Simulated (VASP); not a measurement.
# Au in VASP: a series of runs, part 2 of 2

VASP 6.6.1.

## 4. Single point, LDA

The input, INCAR:

```
  PREC = Accurate
  ENCUT = 520
  EDIFF = 1E-6
  ISMEAR = -1
  SIGMA = 0.05
  LREAL = False
  LASPH = True
  NELM = 60
  ALGO = Normal
  ISIF = 2
  LWAVE = False
  LCHARG = False
  GGA = CA
  NBANDS = 36
```

The input, KPOINTS:

```
Automatic mesh
0
Gamma
  13 13 1
```

The input, POSCAR:

```
Au
1.0
    2.8626073071      0.0000000000      0.0000000000
   -1.4313036535      2.4790906490      0.0000000000
    0.0000000000      0.0000000000     25.3492000000
Au
5
Direct
    0.8333333333      0.1666666667      0.3153937010
    0.1666666667      0.8333333333      0.4081121168
    0.5000000000      0.5000000000      0.5000000010
    0.8333333333      0.1666666667      0.5918878817
    0.1666666667      0.8333333333      0.6846062996
```

Potentials or basis: VASP PAW LDA potentials, release 64 (Au).

Command:

```console
$ cat potpaw_LDA.64/Au/POTCAR > POTCAR
$ mpirun -np 1 vasp_std > vasp.out
```

OUTCAR:

```text
PREC = Accurate
   ENCUT = 520
   EDIFF = 1E-6
   ISMEAR = -1
   LREAL = False
   LASPH = True
   NELM = 60
   ISIF = 2
   GGA = CA

 ion  position               nearest neighbor table
   1  0.833  0.167  0.315-   2 2.87   2 2.87   2 2.87
   2  0.167  0.833  0.408-   3 2.86   3 2.86   3 2.86   1 2.87   1 2.87   1 2.87
   3  0.500  0.500  0.500-   4 2.86   4 2.86   4 2.86   2 2.86   2 2.86   2 2.86
   4  0.833  0.167  0.592-   3 2.86   3 2.86   3 2.86   5 2.87   5 2.87   5 2.87
   5  0.167  0.833  0.685-   4 2.87   4 2.87   4 2.87

  LATTYP: Found a hexagonal cell.
 ALAT       =     2.8626073071
 C/A-ratio  =     8.8552837608

  Lattice vectors:

 A1 = (   2.8626073071,   0.0000000000,   0.0000000000)
 A2 = (  -1.4313036535,   2.4790906490,   0.0000000000)
 A3 = (   0.0000000000,   0.0000000000,  25.3492000000)

Analysis of symmetry for initial positions (statically):
=====================================================================
 Subroutine PRICEL returns:
 Original cell was already a primitive cell.

 Routine SETGRP: Setting up the symmetry group for a
 hexagonal supercell.
[... 170 lines left out ...]

 E-fermi :   1.5478     XC(G=0):  -6.7460

 val. band max:        1.4787629500   @ k =   0.4615   0.0000   0.0000
 cond. band min:       1.6178245749   @ k =   0.3846   0.0769   0.0000
 fundamental gap:      0.1390616249
 Fermi energy:         1.5477699309

 k-point     1 :       0.0000    0.0000    0.0000
  band No.  band energies     occupation
      1      -8.4277      2.00000
      2      -7.4988      2.00000
      3      -6.5359      2.00000
      4      -5.9665      2.00000
      5      -5.9162      2.00000
      6      -3.4793      2.00000
[... 808 lines left out ...]
     35       7.7981      0.00000
     36       8.2671      0.00000

------------------------ aborting loop because EDIFF is reached ----------------------------------------

  FORCE on cell =-STRESS in cart. coord.  units (eV):
  Direction    XX          YY          ZZ          XY          YZ          ZX
  --------------------------------------------------------------------------------------
  -------------------------------------------------------------------------------------
  Total       -3.1930749     -3.1930749      0.1744590     -0.0000000      0.0000000     -0.0000000
  in kB      -28.4381439    -28.4381439      1.5537656     -0.0000000      0.0000000     -0.0000000
  external PRESSURE =     -18.4408408 kB  Pullay stress =       0.0000000 kB

 VOLUME and BASIS-vectors are now :
 -----------------------------------------------------------------------------
  energy-cutoff  :      520.00
  volume of cell :      179.89
      direct lattice vectors                 reciprocal lattice vectors
     2.862607307  0.000000000  0.000000000     0.349331883  0.201686857  0.000000000
    -1.431303654  2.479090649  0.000000000     0.000000000  0.403373713  0.000000000
     0.000000000  0.000000000 25.349200000     0.000000000  0.000000000  0.039448977

 POSITION                                       TOTAL-FORCE (eV/Angst)
 -----------------------------------------------------------------------------------
      2.14696      0.41318      7.99498        -0.000000     -0.000000     -0.022884
     -0.71565      2.06591     10.34532         0.000000     -0.000000     -0.006326
      0.71565      1.23955     12.67460         0.000000     -0.000000      0.000000
      2.14696      0.41318     15.00388        -0.000000      0.000000      0.006326
     -0.71565      2.06591     17.35422         0.000000      0.000000      0.022884
 -----------------------------------------------------------------------------------
    total drift:                                0.000000     -0.000000      0.000016

  FREE ENERGIE OF THE ION-ELECTRON SYSTEM (eV)
  ---------------------------------------------------
  free  energy   TOTEN  =       -21.2486835649 eV

  energy  without entropy=      -21.2386469507  energy(sigma->0) =      -21.24366526
```

OSZICAR:

```text
N       E                     dE             d eps       ncg     rms          rms(c)
DAV:   1     0.366059918774E+03    0.36606E+03   -0.25844E+04  1520   0.134E+03
DAV:   2    -0.914584599532E+01   -0.37521E+03   -0.35389E+03  1716   0.288E+02
DAV:   3    -0.226523387857E+02   -0.13506E+02   -0.13235E+02  1724   0.526E+01
[... 11 lines left out ...]
DAV:  15    -0.212486292418E+02   -0.67095E-04   -0.11601E-05  1388   0.146E-02    0.380E-03
DAV:  16    -0.212486679677E+02   -0.38726E-04   -0.75303E-06  1316   0.954E-03    0.606E-03
DAV:  17    -0.212486819327E+02   -0.13965E-04   -0.46325E-06  1192   0.110E-02    0.279E-03
DAV:  18    -0.212486831326E+02   -0.11999E-05   -0.48661E-07  1112   0.418E-03    0.126E-03
DAV:  19    -0.212486835649E+02   -0.43230E-06   -0.23366E-07  1028   0.280E-03
   1 F= -.21248684E+02 E0= -.21243665E+02  d E =-.100366E-01
```

It took 1.9 min on 1 thread of AMD EPYC 9R45 (Zen 5), shared host; peak memory 0.26 GiB.

What came out:

| Property | Result |
| --- | --- |
| Free energy | -21.2487 eV |
| Largest force | 0.023 eV/Å |
| Band gap on the k mesh | zero (an odd number of electrons rules out a gap without spin polarisation) |

Forces on the atoms (eV/Å):
```
Au   0.000  0.000 -0.023
Au   0.000  0.000 -0.006
Au   0.000  0.000  0.000
Au   0.000  0.000  0.006
Au   0.000  0.000  0.023
```

Levels at points of the mesh, in eV from the Fermi level:
```tsv
k point	band 25	band 26	band 27	band 28	band 29	band 30	band 31	band 32
(0.00, 0.00, 0.00)	-2.79	-2.31	-2.31	-2.07	-2.07	-1.12	-0.20	4.51
```

Caveat: there is no dipole correction, which matters where the two faces differ; spin-orbit coupling is left out, which moves the levels of the heavy elements.

The gap in the log of VASP goes by the Fermi energy; the results here count the filled bands.